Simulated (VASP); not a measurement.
Runs of VASP 6.6.1 on BN. The cells are those of the table. 

| cell | gap on the mesh (eV) | pressure (GPa) | largest force (eV/Å) |
| --- | --- | --- | --- |
| a = 3.567, b = 2.508, c = 8.894 Å, angles 77.8, 82.4, 69.4°, 8 atoms | 3.04 | -2.3 | 4.78 |
| a = 3.567, b = 2.508, c = 8.696 Å, angles 88.6, 86.1, 69.4°, 8 atoms | 3.70 | -2.6 | 3.50 |
| a = 3.567, b = 2.508, c = 8.756 Å, angles 87.3, 82.2, 69.4°, 8 atoms | (a) | -5.1 | 4.15 |
| a = 3.567, b = 2.508, c = 8.955 Å, angles 80.6, 76.6, 69.4°, 8 atoms | 2.11 | -4.8 | 1.87 |
| a = 3.567, b = 2.508, c = 8.786 Å, angles 84.5, 81.3, 69.4°, 8 atoms | (b) | -3.8 | 2.89 |

Alike in all rows: task single point; level PBE+D3(BJ); potentials or basis VASP PAW PBE potentials, release 64 (B, N); no spin polarisation; k mesh 7 × 9 × 3; cutoff (eV) 520; smearing gaussian 0.05 eV.

Problem. Estimate the missing entries.

Solution. (a) 2.58; (b) 2.33.

Caveats: forces of over 1 eV/Å act on the atoms, so gaps and moduli don't describe the material at rest; the stress differs along the axes, from -6 to 1 GPa (at least some runs); the cell stands under tension (at least some runs); the stress differs along the axes, from -9 to -2 GPa (at least some runs).

A k mesh can miss the band edges.
